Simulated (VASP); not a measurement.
BN (Qingsongite):

```xyz
2
Lattice="0.0000 1.8049 1.8049 1.8049 0.0000 1.8049 1.8049 1.8049 0.0000" Properties=species:S:1:pos:R:3 pbc="T T T"
B     0.0000    0.0000    0.0000
N     0.9024    0.9024    0.9024
```

Base run:

```yaml
Program: VASP 6.6.1
Functional: r2SCAN
Potentials_or_basis: VASP PAW PBE potentials, release 64 (B, N)
Cutoff: 660 eV
k_mesh: 9 × 9 × 9
Occupations: gaussian, width 0.01 eV
Spin: no spin polarisation
```

Its results: band gap on the k mesh 5.14 eV, indirect (least direct gap 9.55 eV); pressure 1.2 GPa.

**Question.** The run is repeated on the same cell with these changes: k mesh from 9 × 9 × 9 to 7 × 7 × 7. What comes out?

**Answer.** Band gap on the k mesh 5.25 eV, indirect (least direct gap 9.55 eV); pressure 1.2 GPa.

Caveats: some runs use coarse meshes; the PAW data sets were made with another functional, which shifts forces and pressure a little.

A k mesh can miss the band edges.
